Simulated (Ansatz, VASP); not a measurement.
# Two plane-wave programs on Nb2MoN3

```
Nb Mo N
1.0
     5.08345    0.00000    0.00000
    -2.54173    4.40240    0.00000
     0.00000    0.00000    5.72446
Nb Mo N
4 2 6
Direct
  0.33333 0.66667 0.50000
  0.33333 0.66667 0.00000
  0.66667 0.33333 0.50000
  0.66667 0.33333 0.00000
  0.00000 0.00000 0.50000
  0.00000 0.00000 0.00000
  0.33241 0.00000 0.25000
  0.33241 0.00000 0.75000
  0.66759 0.66759 0.25000
  0.66759 0.66759 0.75000
  0.00000 0.33241 0.25000
  0.00000 0.33241 0.75000
```

Alike in both runs: task single point; functional PBE; k mesh 6 × 6 × 4; occupations gaussian, width 0.2 eV; no spin polarisation.

|  | VASP | Ansatz |
| --- | --- | --- |
| version | VASP 6.6.1 | Ansatz 0.2.0 |
| potentials or method | VASP PAW PBE potentials, release 64 (Nb_sv, Mo_sv, N), cutoff 600 eV | scalar-relativistic, plane waves, PAW |
| valence electrons in the cell | 110 | 110 |

Ansatz gave:

| Quantity | Value |
| --- | --- |
| gap on the k mesh at the Fermi level (eV) | none |
| pressure (GPa) | 0.0 |
| traceless stress, the component that is largest in VASP (GPa) | 0.19 |
| rms of the force components (eV/Å) | 0.003 |

Q: Which values does VASP return?

A: gap on the k mesh at the Fermi level (eV): none; pressure (GPa): -0.3; traceless stress, the component that is largest in VASP (GPa): 0.19; rms of the force components (eV/Å): 0.009.

Atom by atom the forces differ by 0.012 eV/Å (rms over components). A gap of «none» marks a metal or a gap that the smearing closes.
